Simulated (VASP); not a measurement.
## CoSi2: single point with PBE

The system is CoSi2.

```xyz
24
Lattice="7.4169 -0.1672 -0.1219 -0.1672 7.1746 0.0683 -0.1219 0.0683 6.7526" Properties=species:S:1:pos:R:3 pbc="T T T"
Si    3.9203    4.8091    5.0404
Si   -0.1016    4.2803    2.9339
Si    0.8611    0.1646    5.0956
Si    5.3610    5.1567    0.5991
Si    2.9876    2.5015    5.1720
Si    5.4911    0.6425    2.0659
Si    6.0816    6.2833    4.1375
Si    5.0422    2.8044    3.2924
Si    2.6700    3.8844    2.8297
Si    0.8197    0.8056    2.5453
Si    0.7182    4.8525    6.5185
Si    6.1148    2.8725    0.3197
Si    4.8182    0.8511    6.4976
Si    3.4409    6.2279    2.7001
Si    2.5121    6.5355    0.1302
Si    0.7745    2.3850    6.4111
Co    1.5781    5.1840    4.5082
Co    7.2266    0.4477    0.3771
Co    6.1778    1.2285    4.6612
Co    1.0445    2.5281    3.9363
Co    1.4167    5.7513    1.7846
Co    3.5442    0.1876    4.8134
Co    4.1534    2.5189    1.0282
Co    6.2802    4.1021    4.9136
```

```
Program                : VASP 6.6.1
Task                   : single point
Functional             : PBE
Potentials or basis    : VASP PAW PBE potentials, release 64 (Si, Co)
Cutoff                 : 520 eV
k mesh                 : 1 × 1 × 1, shifted
Occupations            : fermi-dirac, width 0.0853 eV
Spin                   : no spin polarisation
Dipole correction      : no
Further INCAR settings : LREAL = Auto; ALGO = Normal; EDIFF = 1e-07; NBANDS = 86; ISYM = 0
```

- Pressure: -8.5 GPa
- Largest force: 1.669 eV/Å
- Band gap on the k mesh: 0.14 eV

Forces in eV/Å, atoms in the order of the input:
```
Si   0.530 -0.133  0.310
Si   0.489  0.224 -0.676
Si   0.645  0.759 -0.050
Si  -0.342  0.400 -0.414
Si   0.310 -0.022  0.533
Si  -0.351 -0.275  0.600
Si  -0.847 -1.058 -0.091
Si  -0.277 -0.010  0.222
Si  -0.360 -1.006 -0.966
Si   0.057 -0.360 -0.684
Si  -0.884 -0.574  0.908
Si   1.339 -0.214 -0.665
Si  -0.112 -0.076 -0.222
Si   0.423  0.729  0.419
Si   0.800  0.636 -1.319
Si   0.257  0.551 -0.479
Co   0.394  0.899 -0.318
Co  -0.349 -0.701  0.003
Co   0.180  0.313 -0.063
Co  -0.059  0.109  0.918
Co  -0.680  0.276  1.101
Co  -0.593 -0.849  0.126
Co  -0.411  0.005  1.141
Co  -0.160  0.378 -0.335
```

Stress tensor (GPa, compression positive):
```
-8.70  4.11  0.61
 4.11 -7.06  0.48
 0.61  0.48 -9.84
```

Levels at points of the mesh, in eV from the valence-band top:
```tsv
k point	band 65	band 66	band 67	band 68	band 69	band 70	band 71	band 72
(0.25, 0.25, 0.25)	-0.37	-0.19	-0.16	0.00	0.14	0.27	0.35	0.52
```

Wall time 2.7 min on 1 thread of Intel(R) Xeon(R) 6975P-C (Granite Rapids), with other jobs on the host, peak memory 0.36 GiB.

Caveat: the k points lie up to 0.93 Å⁻¹ apart. Spin polarisation is off, so any magnetic state and its effect on volume and gap are missing.
